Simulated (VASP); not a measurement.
# LiBPt: relaxation of cell and atoms with PBE

The system is LiBPt.

```xyz
3
Lattice="3.4949 0.0000 0.0000 -1.7474 3.0266 0.0000 0.0000 0.0000 4.0178" Properties=species:S:1:pos:R:3 pbc="T T T"
Li    0.0000    0.0000    0.0000
B     0.0000    2.0178    2.0089
Pt    1.7474    1.0089    2.0089
```

The cell was built from a structure type or drawn by symmetry, and may not be a known phase.

```json
{
  "Program": "VASP 6.6.1",
  "Task": "relaxation of cell and atoms",
  "Functional": "PBE",
  "Potentials or basis": "VASP PAW PBE potentials, release 64 (Li_sv, B, Pt)",
  "Cutoff": "600 eV",
  "k mesh": "18 × 18 × 12",
  "Occupations": "gaussian, width 0.1 eV",
  "Spin": "no spin polarisation",
  "Dipole correction": "no",
  "Further INCAR settings": "ALGO = Fast; EDIFF = 1e-06; IBRION = 2; EDIFFG = -0.01; NSW = 100; ISIF = 3"
}
```

| Quantity | Value |
| --- | --- |
| Relaxed volume | 13.97 Å³/atom |
| Relaxed cell | a = 3.514 Å, b = 3.514 Å, c = 3.921 Å, α = 90.00°, β = 90.00°, γ = 120.00° |
| Space group after relaxing (to 0.1 Å) | P-6m2 (No. 187) |
| Energy gained by relaxing | 1.9 meV/atom |
| Ionic steps | 5 |
| Pressure after relaxing | 0.0 GPa |
| Band gap on the k mesh | zero (bands 8 and 9 overlap by 2.21 eV) |

Stress tensor (GPa, compression positive):
```
 0.10  0.00  0.00
 0.00  0.10  0.00
 0.00  0.00 -0.11
```

The path:
| step | energy change (eV) | largest force (eV/Å) | pressure (GPa) | volume (Å³) |
| --- | --- | --- | --- | --- |
| 1 | 0.0000 | 0.0000 | 0.75 | 42.50 |
| 2 | -0.0019 | 0.0000 | -1.16 | 42.90 |
| 3 | -0.0024 | 0.0000 | -0.60 | 42.78 |
| 4 | -0.0038 | 0.0000 | -0.45 | 42.56 |
| 5 | -0.0057 | 0.0000 | 0.03 | 41.92 |

Final structure:
```
Li B Pt
1.0
     3.51368    0.00000    0.00000
    -1.75684    3.04294    0.00000
     0.00000    0.00000    3.92094
Li B Pt
1 1 1
Cartesian
  0.0000 0.0000 0.0000
  0.0000 2.0286 1.9605
  1.7568 1.0143 1.9605
```

Levels at points of the mesh, in eV from the Fermi level:
```
           k point  band 5  band 6  band 7  band 8  band 9  band 10  band 11  band 12
(0.00, 0.00, 0.00)   -4.26   -3.05   -3.05   -0.99    6.15     6.15     6.26     7.31
(0.50, 0.00, 0.00)   -4.30   -3.82   -3.27   -2.97    0.80     2.92     6.35     7.17
(0.00, 0.00, 0.50)   -3.69   -3.26   -3.26   -2.54    6.41     6.53     6.61     6.61
(0.50, 0.00, 0.50)   -4.28   -3.58   -3.04   -1.64   -0.16     1.36     3.71     8.14
```

Wall time 16 min on 1 thread of Intel Xeon 8259CL, on a shared host, peak memory 0.31 GiB.

Caveat: the cutoff is under 1.25 times the usual one of these potentials, so pressure, stress and relaxed cells hold a basis-set (Pulay) error; spin-orbit coupling is left out, which moves the levels of the heavy elements.
